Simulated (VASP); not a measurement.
# DyAgH2: single point with PBE

DyAgH2:

```
Dy Ag H
1.0
     0.00000   -4.34244    0.00000
     4.34244    0.00000    0.00000
    -2.17122    2.17122    5.54157
Dy Ag H
2 2 4
Direct
  0.00000 0.00000 0.00000
  0.75000 0.25000 0.50000
  0.50000 0.50000 0.00000
  0.25000 0.75000 0.50000
  0.20032 0.20032 0.40064
  0.79968 0.79968 0.59936
  0.54968 0.04968 0.09936
  0.95032 0.45032 0.90064
```

| Quantity | Value |
| --- | --- |
| Program | VASP 6.6.1 |
| Task | single point |
| Functional | PBE |
| Potentials or basis | VASP PAW PBE potentials, release 64 (Dy_3, Ag, H), 4f in core |
| Cutoff | 500 eV |
| k mesh | 6 × 6 × 6 |
| Occupations | gaussian, width 0.2 eV |
| Spin | no spin polarisation |

| Item | Value |
| --- | --- |
| Pressure | 0.5 GPa |
| Largest force | 0.041 eV/Å |
| Band gap on the k mesh | zero (bands 22 and 23 overlap by 1.63 eV) |

Forces in eV/Å, atoms in the order of the input:
```
Dy   0.000  0.000  0.000
Dy   0.000  0.000  0.000
Ag   0.000  0.000  0.000
Ag   0.000  0.000  0.000
H    0.000  0.000 -0.041
H    0.000  0.000  0.041
H    0.000  0.000  0.041
H    0.000  0.000 -0.041
```

Stress tensor (GPa, compression positive):
```
0.44 0.00 0.00
0.00 0.44 0.00
0.00 0.00 0.71
```

Levels at points of the mesh, in eV from the Fermi level:
```
           k point  band 19  band 20  band 21  band 22  band 23  band 24  band 25  band 26
(0.00, 0.00, 0.00)    -2.50    -1.90    -0.05     0.78     0.98     0.98     2.14     2.14
(0.50, 0.00, 0.00)    -3.62    -3.17    -2.11     0.07     0.58     1.60     1.97     2.09
(0.50, 0.50, 0.00)    -3.70    -3.70    -2.42    -2.42     0.70     0.70     2.58     2.58
(0.00, 0.00, 0.50)    -2.60    -2.60     1.01     1.01     1.70     1.70     2.43     2.43
```

It took 69 s on 1 thread of Intel(R) Xeon(R) Platinum 8559C (Emerald Rapids) (shared host), peak memory 0.26 GiB.

Caveat: spin-orbit coupling is left out, which moves the levels of the heavy elements; the 4f electrons are frozen in the core, so they carry no moment and show no levels. Spin polarisation is off, so any magnetic state and its effect on volume and gap are missing.
